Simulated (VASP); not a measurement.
Set up this calculation in VASP 6.6.1, as the native input.

| Item | Value |
| --- | --- |
| Task | single point |
| Functional | LDA |
| Potentials or basis | VASP PAW LDA potentials, release 64 (Ga_d, P) |
| Cutoff | 520 eV |
| k mesh | 9 × 9 × 9 |
| Occupations | gaussian, width 0.05 eV |
| Spin | no spin polarisation |
| Dipole correction | no |
| Further INCAR settings | ALGO = Normal; EDIFF = 1e-06; NBANDS = 26 |

The structure of GaP lies in POSCAR:

```
GaP
1.0
    1.9755694290      1.1405955417      5.8109399186
   -1.9755694290      1.1405955417      5.8109399186
    0.0000000000     -2.2811910833      5.8109399186
Ga P
2 2
Direct
    0.4359784395      0.4359784395      0.4359784395
    0.5640215605      0.5640215605      0.5640215605
    0.0580350955      0.0580350955      0.0580350955
    0.9419649045      0.9419649045      0.9419649045
```

These files were run (other wordings do the same):

INCAR

```
SYSTEM = GaP
ALGO = Normal
EDIFF = 1E-6
ENCUT = 520
ISIF = 2
ISMEAR = 0
LASPH = .True.
LCHARG = .False.
LREAL = .False.
LWAVE = .False.
NBANDS = 26
NELM = 100
PREC = Accurate
SIGMA = 0.05
```

KPOINTS

```
k-points
0
Gamma
  9 9 9
  0 0 0
```

Potentials or basis: VASP PAW LDA potentials, release 64 (Ga_d, P).

Command:

```sh
$ cat potpaw_LDA.64/Ga_d/POTCAR potpaw_LDA.64/P/POTCAR > POTCAR
$ mpirun -np 1 vasp_std > vasp.out
```

It gave:

```
Pressure               : 3.4 GPa
Largest force          : 2.434 eV/Å
Band gap on the k mesh : 0.19 eV
```

Caveat: the stress differs along the axes, from -7 to 23 GPa; semilocal functionals underestimate gaps, and a narrow one can read as zero; forces of over 1 eV/Å act on the atoms, so gaps and moduli don't describe the material at rest.

It took 3 min on 1 thread of AMD EPYC 9R45 (Zen 5) (shared host), peak memory 0.31 GiB.
